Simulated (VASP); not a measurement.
A run of VASP 6.6.1 is set up as follows.

File INCAR:

```
SYSTEM = ZnS
ALGO = Normal
EDIFF = 1E-7
ENCUT = 520
GGA = PE
ISIF = 2
ISMEAR = -1
LASPH = .TRUE.
LCHARG = .TRUE.
LELF = .TRUE.
LREAL = .FALSE.
LVHAR = .TRUE.
LWAVE = .FALSE.
NBANDS = 26
NELM = 80
PREC = Accurate
SIGMA = 0.03
```

Contents of KPOINTS:

```
k-points
0
G
  8 8 5
  0 0 0
```

The input POSCAR:

```
ZnS
1.0
    3.6966688182      0.0000000000      0.0000000000
   -1.8483344091      3.2014091058      0.0000000000
    0.0000000000      0.0000000000      6.2340000000
Zn S
2 2
Direct
    0.3333333333      0.6666666667      0.0000000000
    0.6666666667      0.3333333333      0.5000000000
    0.3333333333      0.6666666667      0.3850000000
    0.6666666667      0.3333333333      0.8850000000
```

Potentials or basis: VASP PAW PBE potentials, release 64 (Zn, S).

The run is started by

```bash
$ cat potpaw_PBE.64/Zn/POTCAR potpaw_PBE.64/S/POTCAR > POTCAR
$ mpirun -np 1 vasp_std > vasp.out
```

(1) Predict the largest force.

(2) Predict the band gap on the k mesh.

(3) Estimate the pressure.

Results:

(1) 0.612 eV/Å.

(2) 2.47 eV, direct.

(3) 8.5 GPa.

Caveat: the cell differs from its parent crystal (equal xx and yy strain of -3 %).
